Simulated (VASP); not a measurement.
# Cu (I4/mmm) in VASP: notebook

Runs on Cu. Level: PBEsol. Tasks: single point.

Program: VASP 6.6.1. These are calculated values, not measurements. Logs are shortened: lines on timing, memory, paths and dates and some standing lists are left out, and cuts for length are marked.

### 1 The cell of the first run

Symmetry: I4/mmm, No. 139, tetragonal system. Conventional cell: a = 3.102 Å, b = 3.102 Å, c = 2.752 Å, α = 90.00°, β = 90.00°, γ = 90.00°. Within 3.4 Å of Cu (site symmetry 4/mmm) lie 14 Cu at 2.59 to 3.10 Å.

### 2 Single point, PBEsol (strain +0.0750 x Voigt [1, 1, 0, 0, 0, 0])

File INCAR:

```
PREC = Accurate
ENCUT = 520
EDIFF = 1E-6
ISMEAR = 0
SIGMA = 0.15
LREAL = False
LASPH = True
NELM = 100
ALGO = Fast
ISIF = 2
LWAVE = False
LCHARG = False
GGA = PS
NBANDS = 12
```

File KPOINTS:

```
Automatic mesh
0
Gamma
  24 24 24
```

File POSCAR:

```
Cu
1.0
   -1.5510028190      1.5510028190      1.3760814500
    1.5510028190     -1.5510028190      1.3760814500
    1.5510028190      1.5510028190     -1.3760814500
Cu
1
Direct
    0.0000000000      0.0000000000      0.0000000000
```

Potentials or basis: VASP PAW PBE potentials, release 64 (Cu).

The run is started by

```sh
> cat potpaw_PBE.64/Cu/POTCAR > POTCAR
> mpirun -np 1 vasp_std > vasp.out
```

OUTCAR:

```text
PREC = Accurate
   ENCUT = 520
   EDIFF = 1E-6
   ISMEAR = 0
   LREAL = False
   LASPH = True
   NELM = 100
   ISIF = 2
   GGA = PS

 ion  position               nearest neighbor table
   1  0.000  0.000  0.000-

  LATTYP: Found a body centered tetragonal cell.
 ALAT       =     3.1020056380
 C/A-ratio  =     0.8872204700

  Lattice vectors:

 A1 = (  -1.5510028190,   1.5510028190,   1.3760814500)
 A2 = (   1.5510028190,  -1.5510028190,   1.3760814500)
 A3 = (   1.5510028190,   1.5510028190,  -1.3760814500)

Analysis of symmetry for initial positions (statically):
=====================================================================
 Subroutine PRICEL returns:
 Original cell was already a primitive cell.

 Routine SETGRP: Setting up the symmetry group for a
 body centered tetragonal supercell.

 Subroutine GETGRP returns: Found 16 space group operations
 (whereof 16 operations were pure point group operations)
 out of a pool of 16 trial point group operations.

The static configuration has the point symmetry D_4h.

Analysis of symmetry for dynamics (positions and initial velocities):
=====================================================================
 Subroutine PRICEL returns:
 Original cell was already a primitive cell.

 Routine SETGRP: Setting up the symmetry group for a
 body centered tetragonal supercell.

 Subroutine GETGRP returns: Found 16 space group operations
 (whereof 16 operations were pure point group operations)
 out of a pool of 16 trial point group operations.

The dynamic configuration has the point symmetry D_4h.

 Subroutine INISYM returns: Found 16 space group operations
 (whereof 16 operations are pure point group operations),
 and found     1 'primitive' translations

----------------------------------------------------------------------------------------

                                     Primitive cell

  volume of cell :      13.2413

  direct lattice vectors                    reciprocal lattice vectors
    -1.551002819  1.551002819  1.376081450     0.000000000  0.322372077  0.363350585
     1.551002819 -1.551002819  1.376081450     0.322372077  0.000000000  0.363350585
     1.551002819  1.551002819 -1.376081450     0.322372077  0.322372077  0.000000000

  length of vectors
     2.589366650  2.589366650  2.589366650     0.485744175  0.485744175  0.455902963

  position of ions in fractional coordinates (direct lattice)
     0.000000000  0.000000000  0.000000000

  ion indices of the primitive-cell ions
   primitive index   ion index
                 1           1

----------------------------------------------------------------------------------------

 KPOINTS: Automatic mesh

Automatic generation of k-mesh.
 Grid dimensions read from file:
 generate k-points for:   24   24   24

 Generating k-lattice:

  Cartesian coordinates                     Fractional coordinates (reciprocal lattice)
     0.000000000  0.013432170  0.015139608     0.041666667 -0.000000000  0.000000000
     0.013432170  0.000000000  0.015139608    -0.000000000  0.041666667  0.000000000
     0.013432170  0.013432170  0.000000000     0.000000000  0.000000000  0.041666667

  Length of vectors
     0.020239341  0.020239341  0.018995957

  Shift w.r.t. Gamma in fractional coordinates (k-lattice)
     0.000000000  0.000000000  0.000000000

 Subroutine IBZKPT returns following result:
 ===========================================

 Found   1063 irreducible k-points:

 Following reciprocal coordinates:
            Coordinates               Weight
  0.000000  0.000000  0.000000      1.000000
  0.041667  0.000000  0.000000      8.000000
  0.083333  0.000000  0.000000      8.000000
  0.125000  0.000000  0.000000      8.000000
  0.166667  0.000000  0.000000      8.000000
  0.208333  0.000000  0.000000      8.000000
[... 16 lines left out ...]
  0.416667  0.041667  0.000000     16.000000
  0.458333  0.041667  0.000000     16.000000
 [... further k-points ...]
   k-points           NKPTS =   1063   k-points in BZ     NKDIM =   1063   number of bands    NBANDS=     12
   number of dos      NEDOS =    301   number of ions     NIONS =      1
   total plane-waves  NPLWV =   8000
   dimension x,y,z NGX =    20 NGY =   20 NGZ =   20
   dimension x,y,z NGXF=    40 NGYF=   40 NGZF=   40
   ions per type =               1
   NGX,Y,Z   is equivalent  to a cutoff of  12.84, 12.84, 12.84 a.u.
   NGXF,Y,Z  is equivalent  to a cutoff of  25.68, 25.68, 25.68 a.u.
 SYSTEM =  unknown system
   PREC   = accura    normal or accurate (medium, high low for compatibility)
   ISTART =      0    job   : 0-new  1-cont  2-samecut
   ICHARG =      2    charge: 1-file 2-atom 10-const
   ISPIN  =      1    spin polarized calculation?
   LNONCOLLINEAR =      F non collinear calculations
   LSORBIT =      F    spin-orbit coupling
   LASPH  =      T    aspherical Exc in radial PAW
   ENCUT  =  520.0 eV  38.22 Ry    6.18 a.u.   4.81  4.81  4.81*2*pi/ulx,y,z
   NELM   =    100;   NELMIN=  2; NELMDL= -5     # of ELM steps
   EDIFF  = 0.1E-05   stopping-criterion for ELM
   LREAL  =      F    real-space projection
   EDIFFG = 0.1E-04   stopping-criterion for IOM
   NSW    =      0    number of steps for IOM
   IBRION =     -1    ionic relax: 0-MD 1-quasi-New 2-CG
   NFREE  =      0    steps in history (QN), initial steepest desc. (CG)
   ISIF   =      2    stress and relaxation
   ISYM   =      2    0-nonsym 1-usesym 2-fastsym
   POTIM  = 0.5000    time-step for ionic-motion
   TEBEG  =    0.0;   TEEND  =   0.0 temperature during run
   PSTRESS=    0.0 pullay stress
   NELECT =      11.0000    total number of electrons
   NUPDOWN=      -1.0000    fix difference up-down
   EMIN   =  10.00;   EMAX   =-10.00  energy-range for DOS
   EFERMI =   0.00;   METHOD = LEGACY
   ISMEAR =     0;   SIGMA  =   0.15  broadening in eV -4-tet -1-fermi 0-gaus
   EFERMI_NEDOS =   21; number of points for ismear=-14 and -15
   IALGO  =     68    algorithm
   IMIX   =      4    mixing-type and parameters
     AMIX     =   0.40;   BMIX     =  1.00
     AMIX_MAG =   1.60;   BMIX_MAG =  1.00
  volume/ion in A,a.u.               =      13.24        89.36
  Fermi-wavevector in a.u.,A,eV,Ry     =   1.538967  2.908226 32.224300  2.368419
  Thomas-Fermi vector in A             =   2.645261
   LORBIT       =      0    0 simple, 1 ext, 2 COOP (PROOUT), +10 PAW based schemes
   GGA     = PS    functional components
   LHFCALC =     F    Hartree Fock is set to
   AEXX    =    0.0000 exact exchange contribution
   IVDW    =     0    specifies the selected vdW correction
   LEPSILON=     F    determine dielectric tensor
   LRPA    =     F    only Hartree local field effects (RPA)
 non-spin polarized calculation
 RMM-DIIS sequential band-by-band and
 Gauss-broadening in eV      SIGMA  =   0.15
  energy-cutoff  :      520.00
  volume of cell :       13.24
 maximum number of plane-waves:       366
   NGX =  9   NGY =  9   NGZ =  9

 number of electron      11.0000019 magnetization

 Free energy of the ion-electron system (eV)
  ---------------------------------------------------
  ext. energy  EPLUGINS =         0.00000000
  ---------------------------------------------------
  free energy    TOTEN  =        -4.16359417 eV

  energy without entropy =       -4.15875115  energy(sigma->0) =       -4.16117266

 E-fermi :   6.0687     XC(G=0): -12.2530

 val. band max:        6.0576431197   @ k =   0.5000   0.0000   0.0000
 cond. band min:       6.0715040594   @ k =   0.5000   0.0833   0.0417
 fundamental gap:      0.0138609396
 Fermi energy:         6.0686885513

 k-point     1 :       0.0000    0.0000    0.0000
  band No.  band energies     occupation
      1      -2.4746      2.00000
      2       3.0626      2.00000
      3       3.4807      2.00000
      4       3.4807      2.00000
      5       3.8886      2.00000
      6       4.3366      2.00000
      7      28.1559      0.00000
      8      28.1559      0.00000
      9      31.3985      0.00000
     10      31.9461      0.00000
     11      32.0402      0.00000
     12      32.4272      0.00000

 k-point     2 :       0.0417    0.0000    0.0000
  band No.  band energies     occupation
      1      -2.4098      2.00000
      2       3.0709      2.00000
      3       3.4773      2.00000
      4       3.4818      2.00000
      5       3.8933      2.00000
      6       4.3273      2.00000
      7      27.8667      0.00000
      8      27.9008      0.00000
      9      30.8253      0.00000
     10      31.3971      0.00000
     11      31.8546      0.00000
     12      32.1461      0.00000

 k-point     3 :       0.0833    0.0000    0.0000
  band No.  band energies     occupation
      1      -2.2163      2.00000
      2       3.0867      2.00000
      3       3.4649      2.00000
      4       3.4943      2.00000
      5       3.9091      2.00000
      6       4.3015      2.00000
      7      27.2188      0.00000
      8      27.2270      0.00000
      9      28.6812      0.00000
     10      30.5125      0.00000
     11      31.1803      0.00000
     12      32.2459      0.00000

 k-point     4 :       0.1250    0.0000    0.0000
  band No.  band energies     occupation
      1      -1.8977      2.00000
      2       3.0867      2.00000
      3       3.4387      2.00000
      4       3.5414      2.00000
      5       3.9404      2.00000
      6       4.2656      2.00000
      7      25.9576      0.00000
      8      26.4547      0.00000
      9      26.8515      0.00000
     10      29.4326      0.00000
     11      30.4067      0.00000
     12      32.5180      0.00000

 k-point     5 :       0.1667    0.0000    0.0000
  band No.  band energies     occupation
      1      -1.4609      2.00000
      2       3.0527      2.00000
      3       3.3983      2.00000
      4       3.6408      2.00000
      5       3.9895      2.00000
      6       4.2274      2.00000
      7      23.8485      0.00000
      8      25.6585      0.00000
      9      25.8274      0.00000
     10      28.4360      0.00000
     11      29.7010      0.00000
     12      32.9137      0.00000
[... 228 lines left out ...]
      1       1.2418      2.00000
      2       2.7078      2.00000
      3       3.7466      2.00000
      4       4.1288      2.00000
      5       4.3852      2.00000
      6       4.5132      2.00000
      7      14.5219      0.00000
      8      22.1420      0.00000
      9      22.2710      0.00000
     10      26.0723      0.00000
     11      28.0988      0.00000
     12      34.3611      0.00000

 k-point    22 :       0.3750    0.0417   -0.0000
  band No.  band energies     occupation
      1       1.5351      2.00000
      2       2.6459      2.00000
      3       4.0277      2.00000
      4       4.2837      2.00000
      5       4.4706      2.00000
      6       4.8617      2.00000
      7      12.8159      0.00000
      8      21.5503      0.00000
      9      21.8856      0.00000
     10      25.8601      0.00000
     11      27.9945      0.00000
     12      34.9686      0.00000

 k-point    23 :       0.4167    0.0417    0.0000
  band No.  band energies     occupation
      1       1.6647      2.00000
      2       2.6028      2.00000
      3       4.0727      2.00000
      4       4.4150      2.00000
      5       4.6023      2.00000
      6       5.5258      2.00000
      7      11.3648      0.00000
      8      21.1159      0.00000
      9      21.6353      0.00000
     10      25.7294      0.00000
     11      27.9528      0.00000
     12      35.5823      0.00000

 k-point    24 :       0.4583    0.0417    0.0000
  band No.  band energies     occupation
      1       1.7084      2.00000
      2       2.5813      2.00000
      3       4.0893      2.00000
      4       4.4365      2.00000
      5       4.6797      2.00000
      6       6.1349      0.53271
      7      10.4301      0.00000
      8      20.8468      0.00000
      9      21.5312      0.00000
     10      25.6776      0.00000
     11      27.9653      0.00000
     12      36.1738      0.00000

 [... further k-points ...]
[... 5 lines left out ...]
  --------------------------------------------------------------------------------------
  -------------------------------------------------------------------------------------
  Total       -1.3475692     -1.3475692     -1.3330390      0.0000000     -0.0000000      0.0000000
  in kB     -163.0543373   -163.0543373   -161.2962043      0.0000000     -0.0000000      0.0000000
  external PRESSURE =    -162.4682930 kB  Pullay stress =       0.0000000 kB

 VOLUME and BASIS-vectors are now :
 -----------------------------------------------------------------------------
  energy-cutoff  :      520.00
  volume of cell :       13.24
      direct lattice vectors                 reciprocal lattice vectors
    -1.551002819  1.551002819  1.376081450     0.000000000  0.322372077  0.363350585
     1.551002819 -1.551002819  1.376081450     0.322372077  0.000000000  0.363350585
     1.551002819  1.551002819 -1.376081450     0.322372077  0.322372077  0.000000000

 POSITION                                       TOTAL-FORCE (eV/Angst)
 -----------------------------------------------------------------------------------
      0.00000      0.00000      0.00000        -0.000000     -0.000000      0.000000
 -----------------------------------------------------------------------------------
    total drift:                                0.000000     -0.000000      0.000000

  FREE ENERGIE OF THE ION-ELECTRON SYSTEM (eV)
  ---------------------------------------------------
  free  energy   TOTEN  =        -4.1635941669 eV

  energy  without entropy=       -4.1587511526  energy(sigma->0) =       -4.16117266
```

Wall time 97 s (1 thread of AMD EPYC 9R45 (Zen 5), shared host); peak memory 0.23 GiB.

Results:

* Free energy: -4.1636 eV
* Pressure: -16.2 GPa

Stress tensor (GPa, compression positive):
```
-16.31   0.00   0.00
  0.00 -16.31   0.00
  0.00   0.00 -16.13
```

Caveat: the cell differs from its parent crystal (strain +0.0750 x Voigt [1, 1, 0, 0, 0, 0]); the PAW data sets were made with another functional, which shifts forces and pressure a little.

### 3 Single point, PBEsol (strain +0.0875 x Voigt [1, 1, 0, 0, 0, 0])

File INCAR:

```
PREC = Accurate
ENCUT = 520
EDIFF = 1E-6
ISMEAR = 0
SIGMA = 0.15
LREAL = F
LASPH = T
NELM = 80
ALGO = Fast
ISIF = 2
LWAVE = F
LCHARG = F
GGA = PS
NBANDS = 12
```

KPOINTS is that of step 2.

File POSCAR:

```
Cu
1.0
   -1.5690377355      1.5690377355      1.3760814500
    1.5690377355     -1.5690377355      1.3760814500
    1.5690377355      1.5690377355     -1.3760814500
Cu
1
Direct
    0.0000000000      0.0000000000      0.0000000000
```

Potentials or basis: VASP PAW PBE potentials, release 64 (Cu).

The run is started by

```sh
> cat potpaw_PBE.64/Cu/POTCAR > POTCAR
> mpirun -np 1 vasp_std > vasp.out
```

Wall time 98 s (1 thread of AMD EPYC 9R45 (Zen 5), shared host); peak memory 0.23 GiB.

Results (log left out):

```yaml
Free_energy: -4.1306 eV
Pressure: -17.4 GPa
```

Stress tensor (GPa, compression positive):
```
-17.42   0.00   0.00
  0.00 -17.42   0.00
  0.00   0.00 -17.27
```

Levels at points of the mesh, in eV from the Fermi level:
| k point | band 3 | band 4 | band 5 | band 6 | band 7 | band 8 | band 9 | band 10 |
| --- | --- | --- | --- | --- | --- | --- | --- | --- |
| (0.00, 0.00, 0.00) | -2.51 | -2.51 | -2.17 | -1.70 | 21.59 | 21.59 | 24.75 | 25.51 |
| (0.50, 0.00, 0.00) | -1.93 | -1.56 | -1.30 | 0.07 | 4.17 | 14.91 | 15.36 | 18.87 |
| (0.50, 0.50, 0.00) | -2.25 | -1.90 | -1.33 | -0.82 | 2.83 | 18.43 | 18.77 | 21.93 |
| (0.50, 0.50, 0.50) | -1.45 | -1.45 | -1.35 | 6.16 | 6.16 | 10.83 | 11.36 | 11.48 |

Caveat: the cell differs from its parent crystal (strain +0.0875 x Voigt [1, 1, 0, 0, 0, 0]); the PAW data sets were made with another functional, which shifts forces and pressure a little.

### 4 Single point, PBEsol (strain +0.1000 x Voigt [1, 1, 0, 0, 0, 0])

File INCAR:

```
SYSTEM = Cu
PREC     = Accurate       ! precision mode
ENCUT    = 520            ! plane-wave cutoff, eV
EDIFF    = 1E-6           ! SCF threshold, eV
ISMEAR   = 0              ! smearing method
SIGMA    = 0.15           ! smearing width, eV
LREAL    = .FALSE.        ! projectors in reciprocal space
LASPH    = .TRUE.         ! aspherical terms in the spheres
NELM     = 60             ! most SCF steps
ALGO     = Fast           ! electronic algorithm
ISIF     = 2              ! what is computed and relaxed
LWAVE    = .FALSE.        ! write WAVECAR
LCHARG   = .TRUE.         ! write CHGCAR
GGA      = PS             ! functional
LELF     = .TRUE.         ! ELF
LVHAR    = .TRUE.       
NBANDS   = 12             ! bands
```

File KPOINTS:

```
Automatic mesh
0
G
  24 24 24
  0 0 0
```

File POSCAR:

```
Cu
1.0
   -1.5870726520      1.5870726520      1.3760814500
    1.5870726520     -1.5870726520      1.3760814500
    1.5870726520      1.5870726520     -1.3760814500
Cu
1
Direct
    0.0000000000      0.0000000000      0.0000000000
```

The run is started by

```sh
> cat potpaw_PBE.64/Cu/POTCAR > POTCAR
> mpirun -np 1 vasp_std > vasp.out
```

It took 1.7 min on 1 thread of AMD EPYC 9R45 (Zen 5), shared host; peak memory 0.24 GiB.

Results (log left out):

```yaml
Free_energy: -4.0946 eV
Pressure: -18.5 GPa
```

Stress tensor (GPa, compression positive):
```
-18.56   0.00   0.00
  0.00 -18.56   0.00
  0.00   0.00 -18.40
```

Levels at points of the mesh, in eV from the Fermi level:
```
           k point  band 4  band 5  band 6  band 7  band 8  band 9
(0.00, 0.00, 0.00)   -2.44   -2.17   -1.66   21.10   21.10   24.20
(0.50, 0.00, 0.00)   -1.52   -1.30    0.15    4.11   14.61   15.10
(0.50, 0.50, 0.00)   -1.87   -1.32   -0.80    2.67   18.38   18.80
(0.50, 0.50, 0.50)   -1.44   -1.33    5.98    5.98   10.96   10.99
```

Caveat: the cell differs from its parent crystal (strain +0.1000 x Voigt [1, 1, 0, 0, 0, 0]); the PAW data sets were made with another functional, which shifts forces and pressure a little.

### 5 Summary

| cell | gap on the mesh (eV) | pressure (GPa) |
| --- | --- | --- |
| a = 2.589 Å, angles 106.4, 106.4, 115.8°, 1 atom | none | -16.2 |
| a = 2.611 Å, angles 106.1, 106.1, 116.4°, 1 atom | none | -17.4 |
| a = 2.633 Å, angles 105.9, 105.9, 117.0°, 1 atom | none | -18.5 |

Alike in all rows: task single point; level PBEsol; potentials or basis VASP PAW PBE potentials, release 64 (Cu); no spin polarisation; k mesh 24 × 24 × 24; cutoff (eV) 520; smearing gaussian 0.15 eV.

Caveats: the PAW data sets were made with another functional, which shifts forces and pressure a little.

Total energies depend on the potentials used, so only differences within one code and one set of settings carry meaning.
